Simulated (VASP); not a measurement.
# SiO (Pm-3m) in VASP: further runs

SiO is run at these levels: revPBE, RPBE, PBEsol, PBE; tasks: single point, relaxation of cell and atoms.

All numbers are computed with VASP 6.6.1; they aren't measurements. Logs are shortened: lines on timing, memory, paths and dates and some standing lists are left out, and cuts for length are marked.

## Step 1: The cell of the first run

It takes space group Pm-3m (No. 221, cubic). Conventional cell: a = 2.807 Å, b = 2.807 Å, c = 2.807 Å, α = 90.00°, β = 90.00°, γ = 90.00°. Within 3.2 Å of Si (site symmetry m-3m) lie 8 O at 2.43 Å and 6 Si at 2.81 Å. O (site symmetry m-3m) has 8 Si at 2.43 Å and 6 O at 2.81 Å within 3.2 Å.

## Step 2: Single point, revPBE

INCAR

```
PREC = Accurate
ENCUT = 520
EDIFF = 1E-6
ISMEAR = -1
SIGMA = 0.05
LREAL = F
LASPH = T
NELM = 60
ALGO = Normal
ISIF = 2
LWAVE = F
LCHARG = F
GGA = RE
NBANDS = 12
```

KPOINTS

```
Automatic mesh
0
Gamma
  9 9 9
```

POSCAR

```
SiO
1.0
    2.8069700000      0.0000000000      0.0000000000
    0.0000000000      2.8069700000      0.0000000000
    0.0000000000      0.0000000000      2.8069700000
Si O
1 1
Direct
    0.0000000000      0.0000000000      0.0000000000
    0.5000000000      0.5000000000      0.5000000000
```

Potentials or basis: VASP PAW PBE potentials, release 64 (Si, O).

Command:

```bash
$ cat potpaw_PBE.64/Si/POTCAR potpaw_PBE.64/O/POTCAR > POTCAR
$ mpirun -np 1 vasp_std > vasp.out
```

OUTCAR:

```text
PREC = Accurate
   ENCUT = 520
   EDIFF = 1E-6
   ISMEAR = -1
   LREAL = F
   LASPH = T
   NELM = 60
   ISIF = 2
   GGA = RE

 ion  position               nearest neighbor table
   1  0.000  0.000  0.000-   2 2.43   2 2.43   2 2.43   2 2.43   2 2.43   2 2.43   2 2.43   2 2.43

   2  0.500  0.500  0.500-   1 2.43   1 2.43   1 2.43   1 2.43   1 2.43   1 2.43   1 2.43   1 2.43

  LATTYP: Found a simple cubic cell.
 ALAT       =     2.8069700000

  Lattice vectors:

 A1 = (   2.8069700000,   0.0000000000,   0.0000000000)
 A2 = (   0.0000000000,   2.8069700000,   0.0000000000)
 A3 = (   0.0000000000,   0.0000000000,   2.8069700000)

Analysis of symmetry for initial positions (statically):
=====================================================================
 Subroutine PRICEL returns:
 Original cell was already a primitive cell.

 Routine SETGRP: Setting up the symmetry group for a
 simple cubic supercell.

 Subroutine GETGRP returns: Found 48 space group operations
 (whereof 48 operations were pure point group operations)
 out of a pool of 48 trial point group operations.

The static configuration has the point symmetry O_h .

Analysis of symmetry for dynamics (positions and initial velocities):
=====================================================================
 Subroutine PRICEL returns:
 Original cell was already a primitive cell.

 Routine SETGRP: Setting up the symmetry group for a
 simple cubic supercell.

 Subroutine GETGRP returns: Found 48 space group operations
 (whereof 48 operations were pure point group operations)
 out of a pool of 48 trial point group operations.

The dynamic configuration has the point symmetry O_h .

 Subroutine INISYM returns: Found 48 space group operations
 (whereof 48 operations are pure point group operations),
 and found     1 'primitive' translations

----------------------------------------------------------------------------------------

                                     Primitive cell

  volume of cell :      22.1163

  direct lattice vectors                    reciprocal lattice vectors
     2.806970000  0.000000000  0.000000000     0.356256034  0.000000000  0.000000000
     0.000000000  2.806970000  0.000000000     0.000000000  0.356256034  0.000000000
     0.000000000  0.000000000  2.806970000     0.000000000  0.000000000  0.356256034

  length of vectors
     2.806970000  2.806970000  2.806970000     0.356256034  0.356256034  0.356256034

  position of ions in fractional coordinates (direct lattice)
     0.000000000  0.000000000  0.000000000
     0.500000000  0.500000000  0.500000000

  ion indices of the primitive-cell ions
   primitive index   ion index
                 1           1
                 2           2

----------------------------------------------------------------------------------------

 KPOINTS: Automatic mesh

Automatic generation of k-mesh.
 Grid dimensions read from file:
 generate k-points for:    9    9    9

 Generating k-lattice:

  Cartesian coordinates                     Fractional coordinates (reciprocal lattice)
     0.039584004  0.000000000  0.000000000     0.111111111  0.000000000  0.000000000
     0.000000000  0.039584004  0.000000000     0.000000000  0.111111111  0.000000000
     0.000000000  0.000000000  0.039584004     0.000000000  0.000000000  0.111111111

  Length of vectors
     0.039584004  0.039584004  0.039584004

  Shift w.r.t. Gamma in fractional coordinates (k-lattice)
     0.000000000  0.000000000  0.000000000

 Subroutine IBZKPT returns following result:
 ===========================================

 Found     35 irreducible k-points:

 Following reciprocal coordinates:
            Coordinates               Weight
  0.000000  0.000000  0.000000      1.000000
  0.111111  0.000000  0.000000      6.000000
  0.222222  0.000000  0.000000      6.000000
  0.333333  0.000000  0.000000      6.000000
  0.444444  0.000000  0.000000      6.000000
  0.111111  0.111111  0.000000     12.000000
[... 16 lines left out ...]
  0.333333  0.333333  0.111111     24.000000
  0.444444  0.333333  0.111111     48.000000
 [... further k-points ...]
   k-points           NKPTS =     35   k-points in BZ     NKDIM =     35   number of bands    NBANDS=     12
   number of dos      NEDOS =    301   number of ions     NIONS =      2
   total plane-waves  NPLWV =  13824
   dimension x,y,z NGX =    24 NGY =   24 NGZ =   24
   dimension x,y,z NGXF=    48 NGYF=   48 NGZF=   48
   ions per type =               1   1
   NGX,Y,Z   is equivalent  to a cutoff of  14.21, 14.21, 14.21 a.u.
   NGXF,Y,Z  is equivalent  to a cutoff of  28.43, 28.43, 28.43 a.u.
 SYSTEM =  unknown system
   PREC   = accura    normal or accurate (medium, high low for compatibility)
   ISTART =      0    job   : 0-new  1-cont  2-samecut
   ICHARG =      2    charge: 1-file 2-atom 10-const
   ISPIN  =      1    spin polarized calculation?
   LNONCOLLINEAR =      F non collinear calculations
[... 69 lines left out ...]
      9      16.3235      0.00000
     10      16.3235      0.00000
     11      27.2505      0.00000
     12      27.2505      0.00000

 k-point     2 :       0.1111    0.0000    0.0000
  band No.  band energies     occupation
      1     -11.6511      2.00000
      2       0.7599      2.00000
      3       4.9653      2.00000
      4       4.9653      2.00000
      5       5.0008      2.00000
      6      13.3363      0.00000
      7      14.2778      0.00000
      8      16.1919      0.00000
      9      16.1919      0.00000
     10      17.4914      0.00000
     11      26.5794      0.00000
     12      26.5794      0.00000

 k-point     3 :       0.2222    0.0000    0.0000
  band No.  band energies     occupation
      1     -11.3407      2.00000
      2      -0.3083      2.00000
      3       5.1829      2.00000
      4       5.1829      2.00000
      5       5.4147      2.00000
      6      12.0153      0.00000
      7      14.8380      0.00000
      8      15.8234      0.00000
      9      15.8234      0.00000
     10      19.8796      0.00000
     11      25.4335      0.00000
     12      25.4335      0.00000

 k-point     4 :       0.3333    0.0000    0.0000
  band No.  band energies     occupation
      1     -10.9381      2.00000
      2      -1.4715      2.00000
      3       5.4526      2.00000
      4       5.4526      2.00000
      5       6.1298      2.00000
      6      10.5827      0.00000
      7      15.3432      0.00000
      8      15.3432      0.00000
      9      15.6654      0.00000
     10      22.6216      0.00000
     11      24.2237      0.00000
     12      24.6049      0.00000

 k-point     5 :       0.4444    0.0000    0.0000
  band No.  band energies     occupation
      1     -10.6352      2.00000
      2      -2.2221      2.00000
      3       5.6441      2.00000
      4       5.6441      2.00000
      5       6.9424      2.00000
      6       9.3779      0.00000
      7      14.9952      0.00000
      8      14.9952      0.00000
      9      16.4297      0.00000
     10      22.5476      0.00000
     11      24.2207      0.00000
     12      24.2207      0.00000
[... 228 lines left out ...]
      1     -10.5192      2.00000
      2      -0.7488      2.00000
      3       2.7955      2.00000
      4       4.9933      2.00000
      5       7.7899      1.99924
      6      10.2373      0.00000
      7      12.0227      0.00000
      8      14.8229      0.00000
      9      20.4747      0.00000
     10      21.3413      0.00000
     11      22.4299      0.00000
     12      24.7629      0.00000

 k-point    22 :       0.4444    0.2222    0.1111
  band No.  band energies     occupation
      1     -10.2660      2.00000
      2      -1.2202      2.00000
      3       3.0232      2.00000
      4       5.2739      2.00000
      5       7.3462      2.00000
      6       9.9775      0.00000
      7      11.5156      0.00000
      8      15.3116      0.00000
      9      19.9304      0.00000
     10      21.5942      0.00000
     11      22.0277      0.00000
     12      24.3303      0.00000

 k-point    23 :       0.3333    0.3333    0.1111
  band No.  band energies     occupation
      1     -10.2210      2.00000
      2      -0.3181      2.00000
      3       1.9017      2.00000
      4       5.2766      2.00000
      5       6.7049      2.00000
      6      10.3059      0.00000
      7      11.9175      0.00000
      8      14.9644      0.00000
      9      19.3341      0.00000
     10      21.8790      0.00000
     11      22.4205      0.00000
     12      23.3079      0.00000

 k-point    24 :       0.4444    0.3333    0.1111
  band No.  band energies     occupation
      1     -10.0068      2.00000
      2      -0.2806      2.00000
      3       1.8742      2.00000
      4       5.4896      2.00000
      5       5.5503      2.00000
      6      10.7659      0.00000
      7      11.5261      0.00000
      8      15.4481      0.00000
      9      18.3337      0.00000
     10      21.5404      0.00000
     11      22.3316      0.00000
     12      23.3869      0.00000

 [... further k-points ...]

------------------------ aborting loop because EDIFF is reached ----------------------------------------

  FORCE on cell =-STRESS in cart. coord.  units (eV):
  Direction    XX          YY          ZZ          XY          YZ          ZX
  --------------------------------------------------------------------------------------
  -------------------------------------------------------------------------------------
  Total        0.2610512      0.2610512      0.2610512     -0.0000000      0.0000000     -0.0000000
  in kB       18.9113674     18.9113674     18.9113674     -0.0000000      0.0000000     -0.0000000
  external PRESSURE =      18.9113674 kB  Pullay stress =       0.0000000 kB

 VOLUME and BASIS-vectors are now :
 -----------------------------------------------------------------------------
  energy-cutoff  :      520.00
  volume of cell :       22.12
      direct lattice vectors                 reciprocal lattice vectors
     2.806970000  0.000000000  0.000000000     0.356256034  0.000000000  0.000000000
     0.000000000  2.806970000  0.000000000     0.000000000  0.356256034  0.000000000
     0.000000000  0.000000000  2.806970000     0.000000000  0.000000000  0.356256034

 POSITION                                       TOTAL-FORCE (eV/Angst)
 -----------------------------------------------------------------------------------
      0.00000      0.00000      0.00000         0.000000      0.000000      0.000000
      1.40349      1.40349      1.40349         0.000000      0.000000      0.000000
 -----------------------------------------------------------------------------------
    total drift:                                0.000000     -0.000000     -0.000000

  FREE ENERGIE OF THE ION-ELECTRON SYSTEM (eV)
  ---------------------------------------------------
  free  energy   TOTEN  =        -9.7478673426 eV

  energy  without entropy=       -9.7454306857  energy(sigma->0) =       -9.74664901
```

Run time: 8.7 s. Hardware: 1 thread of AMD EPYC 9R45 (Zen 5), shared host; peak memory 0.1 GiB.

What came out:

```yaml
Free_energy: -9.7479 eV
Pressure: 1.9 GPa
Band_gap_on_the_k_mesh: zero (band 5 reaches 8.22 eV, above the bottom of band 6 at 7.63 eV)
```

Caveat: the PAW data sets were made with another functional, which shifts forces and pressure a little.

## Step 3: Single point, RPBE

This run uses another cell than the first one, of 11.30 Å³/atom, 1.022 times its volume.

INCAR

```
SYSTEM = SiO
PREC = Accurate ; ENCUT = 520
EDIFF = 1E-7 ; ISMEAR = -1
SIGMA = 0.05 ; LREAL = .FALSE.
LASPH = .TRUE. ; NELM = 100
ALGO = Normal ; ISIF = 2
LWAVE = .FALSE. ; LCHARG = .FALSE.
GGA = RP ; NBANDS = 12
```

KPOINTS

```
regular mesh
0
G
  9 9 9
  0 0 0
```

POSCAR

```
SiO
1.0
    2.8274640602      0.0000000000      0.0000000000
    0.0000000000      2.8274640602      0.0000000000
    0.0000000000      0.0000000000      2.8274640602
Si O
1 1
Direct
    0.0000000000      0.0000000000      0.0000000000
    0.5000000000      0.5000000000      0.5000000000
```

Potentials or basis: VASP PAW PBE potentials, release 64 (Si, O).

Command:

```bash
$ cat potpaw_PBE.64/Si/POTCAR potpaw_PBE.64/O/POTCAR > POTCAR
$ mpirun -np 1 vasp_std > vasp.out
```

Run time: 9.2 s. Hardware: 1 thread of AMD EPYC 9R45 (Zen 5), shared host; peak memory 0.1 GiB.

Results (log left out):

| Property | Result |
| --- | --- |
| Free energy | -9.6332 eV |
| Pressure | -0.2 GPa |
| Band gap on the k mesh | zero (band 5 reaches 7.91 eV, above the bottom of band 6 at 7.40 eV) |

Levels at points of the mesh, in eV from the Fermi level:
```
           k point  band 3  band 4  band 5  band 6  band 7  band 8
(0.00, 0.00, 0.00)   -3.16   -3.16   -3.16    5.98    5.98    8.00
```

Caveat: the PAW data sets were made with another functional, which shifts forces and pressure a little.

## Step 4: Relaxation of cell and atoms, PBEsol

INCAR

```
SYSTEM = SiO
PREC = Accurate ; ENCUT = 600
EDIFF = 1E-6 ; ISMEAR = -1
SIGMA = 0.05 ; LREAL = .False.
LASPH = .True. ; NELM = 100
ALGO = Normal ; ISIF = 3
LWAVE = .False. ; LCHARG = .False.
GGA = PS ; IBRION = 2
NSW = 60 ; EDIFFG = -0.01
```

KPOINTS

```
regular mesh
0
Gamma
  9 9 9
  0 0 0
```

POSCAR

```
SiO
1.0
    2.8069700000      0.0000000000      0.0000000000
    0.0000000000      2.8069700000      0.0000000000
    0.0000000000      0.0000000000      2.8069700000
Si O
1 1
Direct
    0.0000000000      0.0000000000      0.0000000000
    0.5000000000      0.5000000000      0.5000000000
```

Command:

```bash
$ cat potpaw_PBE.64/Si/POTCAR potpaw_PBE.64/O/POTCAR > POTCAR
$ mpirun -np 1 vasp_std > vasp.out
```

It took 15 s on 1 thread of AMD EPYC 9R45 (Zen 5), shared host; peak memory 0.1 GiB.

It converged, with:

| Property | Result |
| --- | --- |
| Free energy | -11.2353 eV |
| Relaxed volume | 10.65 Å³/atom |
| Relaxed cell | a = 2.772 Å, b = 2.772 Å, c = 2.772 Å, α = 90.00°, β = 90.00°, γ = 90.00° |
| Space group after relaxing (to 0.05 Å) | Pm-3m (No. 221) |
| Energy gained by relaxing | 6.3 meV/atom |
| Ionic steps | 3 |
| Pressure after relaxing | 0.0 GPa |
| Band gap on the k mesh | zero (band 5 reaches 8.66 eV, above the bottom of band 6 at 7.89 eV) |

The path:
| step | energy change (eV) | largest force (eV/Å) | pressure (GPa) | volume (Å³) |
| --- | --- | --- | --- | --- |
| 1 | 0.0000 | 0.0000 | -4.88 | 22.12 |
| 2 | -0.0113 | 0.0000 | 1.69 | 21.06 |
| 3 | -0.0126 | 0.0000 | 0.01 | 21.31 |

Final structure:
```
CELL_PARAMETERS angstrom
2.77231 0.00000 0.00000
0.00000 2.77231 0.00000
0.00000 0.00000 2.77231
ATOMIC_POSITIONS crystal
Si 0.00000 0.00000 0.00000
O 0.50000 0.50000 0.50000
```

Levels at points of the mesh, in eV from the Fermi level:
```
           k point  band 3  band 4  band 5  band 6  band 7  band 8
(0.00, 0.00, 0.00)   -3.56   -3.56   -3.56    5.71    5.71    8.38
```

Caveat: the PAW data sets were made with another functional, which shifts forces and pressure a little.

## Step 5: Relaxation of cell and atoms, RPBE

INCAR

```
SYSTEM = SiO
ALGO = Normal ; EDIFF = 1E-6
EDIFFG = -0.01 ; ENCUT = 600
GGA = RP ; IBRION = 2
ISIF = 3 ; ISMEAR = -1
LASPH = .True. ; LCHARG = .False.
LREAL = .False. ; LWAVE = .False.
NELM = 100 ; NSW = 60
PREC = Accurate ; SIGMA = 0.05
```

KPOINTS

```
k-points
0
Gamma
  9 9 9
  0 0 0
```

POSCAR is that of step 4.

Command:

```bash
$ cat potpaw_PBE.64/Si/POTCAR potpaw_PBE.64/O/POTCAR > POTCAR
$ mpirun -np 1 vasp_std > vasp.out
```

It took 14 s on 1 thread of AMD EPYC 9R45 (Zen 5), shared host; peak memory 0.1 GiB.

Results (log left out):

- Free energy: -9.6344 eV
- Relaxed volume: 11.27 Å³/atom
- Relaxed cell: a = 2.825 Å, b = 2.825 Å, c = 2.825 Å, α = 90.00°, β = 90.00°, γ = 90.00°
- Space group after relaxing (to 0.05 Å): Pm-3m (No. 221)
- Energy gained by relaxing: 1.6 meV/atom
- Ionic steps: 3
- Pressure after relaxing: 0.0 GPa
- Band gap on the k mesh: zero (band 5 reaches 7.95 eV, above the bottom of band 6 at 7.43 eV)

The path:
```tsv
step	energy change (eV)	largest force (eV/Å)	pressure (GPa)	volume (Å³)
1	0.0000	0.0000	2.46	22.12
2	-0.0030	0.0000	-0.65	22.66
3	-0.0032	0.0000	0.00	22.54
```

Final structure:
```
CELL_PARAMETERS angstrom
2.82487 0.00000 0.00000
0.00000 2.82487 0.00000
0.00000 0.00000 2.82487
ATOMIC_POSITIONS crystal
Si 0.00000 0.00000 0.00000
O 0.50000 0.50000 0.50000
```

Levels at points of the mesh, in eV from the Fermi level:
```
           k point  band 3  band 4  band 5  band 6  band 7  band 8
(0.00, 0.00, 0.00)   -3.18   -3.18   -3.18    5.97    5.97    8.02
```

Caveat: the PAW data sets were made with another functional, which shifts forces and pressure a little.

## Step 6: Single point, PBE

INCAR

```
PREC = Accurate
ENCUT = 520
EDIFF = 1E-6
ISMEAR = -1
SIGMA = 0.05
LREAL = F
LASPH = T
NELM = 100
ALGO = Normal
ISIF = 2
LWAVE = F
LCHARG = F
GGA = PE
NBANDS = 12
```

KPOINTS

```
Automatic mesh
0
Gamma
  8 8 8
```

POSCAR is that of step 5.

Potentials or basis: VASP PAW PBE potentials, release 64 (Si, O).

Command:

```bash
$ cat potpaw_PBE.64/Si/POTCAR potpaw_PBE.64/O/POTCAR > POTCAR
$ mpirun -np 1 vasp_std > vasp.out
```

It took 3.7 s on 1 thread of Intel Xeon 6975P-C, shared host; peak memory 0.13 GiB.

Results (log left out):

* Free energy: -10.3895 eV
* Pressure: -0.7 GPa
* Band gap on the k mesh: zero (band 5 reaches 8.28 eV, above the bottom of band 6 at 7.27 eV)

Levels at points of the mesh, in eV from the Fermi level:
```csv
k point,band 1,band 2,band 3,band 4,band 5,band 6,band 7,band 8,band 9,band 10
"(0.00, 0.00, 0.00)",-19.89,-6.96,-3.31,-3.31,-3.31,5.96,5.96,8.12,8.12,8.12
"(0.50, 0.00, 0.00)",-18.71,-10.50,-2.52,-2.52,-1.03,0.94,6.75,6.75,8.46,14.11
"(0.50, 0.50, 0.00)",-17.95,-7.17,-7.17,-5.22,-2.01,3.93,3.93,8.32,9.08,13.20
"(0.50, 0.50, 0.50)",-17.38,-5.01,-5.01,-5.01,-0.88,-0.82,-0.82,-0.82,12.70,12.70
```

## Step 7: Overview

```csv
task,level,cell,k mesh,cutoff (eV),gap on the mesh (eV),pressure (GPa),relaxed volume (Å³/atom)
single point,revPBE,"a = 2.807 Å, 2 atoms",9 × 9 × 9,520,none,1.9,-
single point,RPBE,"a = 2.827 Å, 2 atoms",9 × 9 × 9,520,none,-0.2,-
relaxation of cell and atoms,PBEsol,"relaxed from a = 2.807 Å, 2 atoms",9 × 9 × 9,600,none,0.0,10.65
relaxation of cell and atoms,RPBE,"relaxed from a = 2.807 Å, 2 atoms",9 × 9 × 9,600,none,0.0,11.27
single point,PBE,"a = 2.807 Å, 2 atoms",8 × 8 × 8,520,none,-0.7,-
```

Alike in all rows: potentials or basis VASP PAW PBE potentials, release 64 (Si, O); no spin polarisation; smearing fermi-dirac 0.05 eV.

Caveats: the PAW data sets were made with another functional, which shifts forces and pressure a little (some runs).

Total energies depend on the potentials used, so only differences within one code and one set of settings carry meaning.
